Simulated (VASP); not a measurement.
# KCl (Fm-3m) in VASP: further runs

Aim: see how the results for KCl move with the level of theory and the settings. Levels: PBE-based screened hybrid with 75 % exact exchange, PBE-based screened hybrid with 100 % exact exchange, PBE-based screened hybrid with 50 % exact exchange, HSE06. Tasks: single point.

Program: VASP 6.6.1. These are calculated values, not measurements. Logs are shortened: lines on timing, memory, paths and dates and some standing lists are left out, and cuts for length are marked.

### 1 The cell of the first run

It takes space group Fm-3m (No. 225, cubic). Conventional cell: a = 6.290 Å, b = 6.290 Å, c = 6.290 Å, α = 90.00°, β = 90.00°, γ = 90.00°. Within 4.1 Å of K (site symmetry m-3m) lie 6 Cl at 3.14 Å. Within 4.1 Å of Cl (site symmetry m-3m) lie 6 K at 3.14 Å.

### 2 Single point, PBE-based screened hybrid with 75 % exact exchange

Input file POSCAR:

```
KCl
1.0
    0.0000000000      3.1448471320      3.1448471320
    3.1448471320      0.0000000000      3.1448471320
    3.1448471320      3.1448471320      0.0000000000
K Cl
1 1
Direct
    0.0000000000      0.0000000000      0.0000000000
    0.5000000000      0.5000000000      0.5000000000
```

Input file INCAR.step1:

```
PREC     = Accurate       # precision mode
ENCUT    = 520            # plane-wave cutoff, eV
EDIFF    = 1E-5           # SCF threshold, eV
ISMEAR   = 0              # smearing method
SIGMA    = 0.01           # smearing width, eV
LREAL    = F              # projectors in reciprocal space
LASPH    = T              # aspherical terms in the spheres
NELM     = 80             # most SCF steps
ALGO     = Normal         # electronic algorithm
ISIF     = 2              # what is computed and relaxed
LWAVE    = T              # write WAVECAR
NBANDS   = 15             # bands
GGA      = PE             # functional
```

Input file INCAR.step2:

```
PREC     = Accurate       # precision mode
ENCUT    = 520            # plane-wave cutoff, eV
EDIFF    = 1E-6           # SCF threshold, eV
ISMEAR   = 0              # smearing method
SIGMA    = 0.01           # smearing width, eV
LREAL    = F              # projectors in reciprocal space
LASPH    = T              # aspherical terms in the spheres
NELM     = 80             # most SCF steps
ALGO     = Normal         # electronic algorithm
ISIF     = 2              # what is computed and relaxed
LWAVE    = F              # write WAVECAR
LCHARG   = T              # write CHGCAR
GGA      = PE             # functional
LHFCALC  = T              # exact exchange
AEXX     = 0.75           # exact-exchange fraction
HFSCREEN = 0.5            # screening, 1/A
PRECFOCK = Normal       
LELF     = T              # ELF
LVHAR    = T            
NBANDS   = 15             # bands
ISTART   = 1
```

Input file KPOINTS:

```
Automatic mesh
0
Gamma
  4 4 4
```

Potentials or basis: VASP PAW PBE potentials, release 64 (K_sv, Cl).

The run is started by

```sh
$ cat potpaw_PBE.64/K_sv/POTCAR potpaw_PBE.64/Cl/POTCAR > POTCAR
$ cp INCAR.step1 INCAR
$ mpirun -np 1 vasp_std > vasp.out
$ cp INCAR.step2 INCAR
$ mpirun -np 1 vasp_std > vasp.out
```

OUTCAR:

```text
PREC = Accurate
   ENCUT = 520
   EDIFF = 1E-6
   ISMEAR = 0
   LREAL = F
   LASPH = T
   NELM = 80
   ISIF = 2
   GGA = PE
   LHFCALC = T
   AEXX = 0.75
   HFSCREEN = 0.5
   PRECFOCK = Normal
   ISTART = 1

 ion  position               nearest neighbor table
   1  0.000  0.000  0.000-   2 3.14   2 3.14   2 3.14   2 3.14   2 3.14   2 3.14
   2  0.500  0.500  0.500-   1 3.14   1 3.14   1 3.14   1 3.14   1 3.14   1 3.14

  LATTYP: Found a face centered cubic cell.
 ALAT       =     6.2896942640

  Lattice vectors:

 A1 = (   0.0000000000,   3.1448471320,   3.1448471320)
 A2 = (   3.1448471320,   0.0000000000,   3.1448471320)
 A3 = (   3.1448471320,   3.1448471320,   0.0000000000)

Analysis of symmetry for initial positions (statically):
=====================================================================
 Subroutine PRICEL returns:
 Original cell was already a primitive cell.

 Routine SETGRP: Setting up the symmetry group for a
 face centered cubic supercell.

 Subroutine GETGRP returns: Found 48 space group operations
 (whereof 48 operations were pure point group operations)
 out of a pool of 48 trial point group operations.

The static configuration has the point symmetry O_h .

Analysis of symmetry for dynamics (positions and initial velocities):
=====================================================================
 Subroutine PRICEL returns:
 Original cell was already a primitive cell.

 Routine SETGRP: Setting up the symmetry group for a
 face centered cubic supercell.

 Subroutine GETGRP returns: Found 48 space group operations
 (whereof 48 operations were pure point group operations)
 out of a pool of 48 trial point group operations.

The dynamic configuration has the point symmetry O_h .

 Subroutine INISYM returns: Found 48 space group operations
 (whereof 48 operations are pure point group operations),
 and found     1 'primitive' translations

----------------------------------------------------------------------------------------

                                     Primitive cell

  volume of cell :      62.2055

  direct lattice vectors                    reciprocal lattice vectors
     0.000000000  3.144847132  3.144847132    -0.158990240  0.158990240  0.158990240
     3.144847132  0.000000000  3.144847132     0.158990240 -0.158990240  0.158990240
[... 85 lines left out ...]
   IALGO  =     38    algorithm
   IMIX   =      1    mixing-type and parameters
     AMIX     =   0.40;   BMIX     =  1.00
     AMIX_MAG =   1.60;   BMIX_MAG =  1.00
  volume/ion in A,a.u.               =      31.10       209.89
  Fermi-wavevector in a.u.,A,eV,Ry     =   1.041131  1.967452 14.748080  1.083953
  Thomas-Fermi vector in A             =   2.175738
   LORBIT       =      0    0 simple, 1 ext, 2 COOP (PROOUT), +10 PAW based schemes
   GGA     = PE    functional components
   LHFCALC =     T    Hartree Fock is set to
   PRECFOCK=normal    Normal, Fast or Accurate (Low or Medium for compatibility)
   ENCUT4O =  -1.0   cutoff for four orbital integrals eV
   NKREDX  =     1    reduce k-point grid by
   NKREDY  =     1    reduce k-point grid by
   NKREDZ  =     1    reduce k-point grid by
   AEXX    =    0.7500 exact exchange contribution
   HFSCREEN=    0.5000 screening length (either q_TF or 0.3 A-1)
   HFSCREENC=   0.5000 screening length for correlation (either q_TF or 0.3 A-1)
   ENCUTFOCK=  -1.0 apply spherical cutoff to Coloumb kernel
   IVDW    =     0    specifies the selected vdW correction
   LEPSILON=     F    determine dielectric tensor
   LRPA    =     F    only Hartree local field effects (RPA)
 non-spin polarized calculation
 Gauss-broadening in eV      SIGMA  =   0.01
  energy-cutoff  :      520.00
  volume of cell :       62.21
 maximum number of plane-waves:      1700
 NGX is ok and might be reduce to    36
  NGX = 28; NGY = 28; NGZ = 28

 number of electron      16.0000001 magnetization

 Free energy of the ion-electron system (eV)
  ---------------------------------------------------
  ext. energy  EPLUGINS =         0.00000000
  ---------------------------------------------------
  free energy    TOTEN  =        -8.70605373 eV

  energy without entropy =       -8.70605373  energy(sigma->0) =       -8.70605373

 E-fermi :  -3.5603     XC(G=0):  -4.9770

 val. band max:       -3.6142582014   @ k =   0.0000   0.0000   0.0000
 cond. band min:       3.6600421954   @ k =   0.0000   0.0000   0.0000
 fundamental gap:      7.2743003968
 Fermi energy:        -3.5603180176

 k-point     1 :       0.0000    0.0000    0.0000
  band No.  band energies     occupation
      1     -36.3161      2.00000
      2     -18.6004      2.00000
      3     -16.0084      2.00000
      4     -16.0084      2.00000
      5     -16.0084      2.00000
      6      -3.6143      2.00000
      7      -3.6143      2.00000
      8      -3.6143      2.00000
      9       3.6600      0.00000
     10       7.2170      0.00000
     11       7.2170      0.00000
     12       7.2170      0.00000
     13       8.3816      0.00000
     14       8.3816      0.00000
[... 113 lines left out ...]
      2     -18.5616      2.00000
      3     -16.1012      2.00000
      4     -16.1012      2.00000
      5     -15.9401      2.00000
      6      -4.1064      2.00000
      7      -4.0925      2.00000
      8      -4.0925      2.00000
      9       6.6803      0.00000
     10       6.6803      0.00000
     11       8.2668      0.00000
     12       9.0590      0.00000
     13      11.1384      0.00000
     14      11.4597      0.00000
     15      11.5033      0.00000

------------------------ aborting loop because EDIFF is reached ----------------------------------------

  FORCE on cell =-STRESS in cart. coord.  units (eV):
  Direction    XX          YY          ZZ          XY          YZ          ZX
  --------------------------------------------------------------------------------------
  -------------------------------------------------------------------------------------
  Total       -0.0191369     -0.0191369     -0.0191369      0.0000000      0.0000000     -0.0000000
  in kB       -0.4928944     -0.4928944     -0.4928944      0.0000000      0.0000000     -0.0000000
  external PRESSURE =      -0.4928944 kB  Pullay stress =       0.0000000 kB

 VOLUME and BASIS-vectors are now :
 -----------------------------------------------------------------------------
  energy-cutoff  :      520.00
  volume of cell :       62.21
      direct lattice vectors                 reciprocal lattice vectors
     0.000000000  3.144847132  3.144847132    -0.158990240  0.158990240  0.158990240
     3.144847132  0.000000000  3.144847132     0.158990240 -0.158990240  0.158990240
     3.144847132  3.144847132  0.000000000     0.158990240  0.158990240 -0.158990240

 POSITION                                       TOTAL-FORCE (eV/Angst)
 -----------------------------------------------------------------------------------
      0.00000      0.00000      0.00000         0.000000      0.000000      0.000000
      3.14485      3.14485      3.14485        -0.000000     -0.000000     -0.000000
 -----------------------------------------------------------------------------------
    total drift:                               -0.000000     -0.000000      0.000000

  FREE ENERGIE OF THE ION-ELECTRON SYSTEM (eV)
  ---------------------------------------------------
  free  energy   TOTEN  =        -8.7060537322 eV

  energy  without entropy=       -8.7060537322  energy(sigma->0) =       -8.70605373
```

OUTCAR.step1:

```text
PREC = Accurate
   ENCUT = 520
   EDIFF = 1E-5
   ISMEAR = 0
   LREAL = F
   LASPH = T
[... 346 lines left out ...]
 -----------------------------------------------------------------------------------
      0.00000      0.00000      0.00000         0.000000      0.000000     -0.000000
      3.14485      3.14485      3.14485        -0.000000     -0.000000      0.000000
 -----------------------------------------------------------------------------------
    total drift:                                0.000000      0.000000      0.000000

  FREE ENERGIE OF THE ION-ELECTRON SYSTEM (eV)
  ---------------------------------------------------
  free  energy   TOTEN  =        -6.8032020485 eV

  energy  without entropy=       -6.8032020485  energy(sigma->0) =       -6.80320205
```

OSZICAR.step1:

```text
N       E                     dE             d eps       ncg     rms          rms(c)
DAV:   1     0.994237948864E+02    0.99424E+02   -0.70663E+03   240   0.955E+02
DAV:   2    -0.750488840786E+00   -0.10017E+03   -0.92662E+02   311   0.233E+02
DAV:   3    -0.686898830307E+01   -0.61185E+01   -0.60838E+01   338   0.511E+01
DAV:   4    -0.709248397005E+01   -0.22350E+00   -0.22344E+00   389   0.863E+00
DAV:   5    -0.709425262856E+01   -0.17687E-02   -0.17686E-02   331   0.860E-01    0.334E+00
DAV:   6    -0.680402602870E+01    0.29023E+00   -0.42237E-01   296   0.327E+00    0.272E+00
DAV:   7    -0.678974169606E+01    0.14284E-01   -0.11443E-01   317   0.185E+00    0.158E+00
DAV:   8    -0.680201225876E+01   -0.12271E-01   -0.16891E-02   301   0.964E-01    0.204E-01
DAV:   9    -0.680253771669E+01   -0.52546E-03   -0.90064E-04   317   0.183E-01    0.104E-01
DAV:  10    -0.680319906370E+01   -0.66135E-03   -0.72738E-04   254   0.165E-01    0.252E-02
DAV:  11    -0.680320204850E+01   -0.29848E-05   -0.22205E-05   325   0.287E-02
   1 F= -.68032020E+01 E0= -.68032020E+01  d E =-.153980E-84
```

Wall time 13 min (1 thread of Oxide Virtual Turin-like, shared host); peak memory 0.28 GiB.

Results:

- Free energy: -8.7061 eV
- Pressure: 0.0 GPa
- Band gap on the k mesh: 7.27 eV

Levels at points of the mesh, in eV from the valence-band top:
| k point | band 6 | band 7 | band 8 | band 9 | band 10 | band 11 |
| --- | --- | --- | --- | --- | --- | --- |
| (0.00, 0.00, 0.00) | 0.00 | 0.00 | 0.00 | 7.27 | 10.83 | 10.83 |
| (0.50, 0.00, 0.00) | -1.05 | -0.32 | -0.32 | 9.66 | 10.99 | 13.52 |
| (0.50, 0.50, 0.00) | -0.67 | -0.23 | -0.23 | 8.69 | 10.69 | 12.33 |

Caveat: the k points lie up to 0.43 Å⁻¹ apart; the PAW data sets were made with another functional, which shifts forces and pressure a little.

(Part 1 of 2 ends here.)
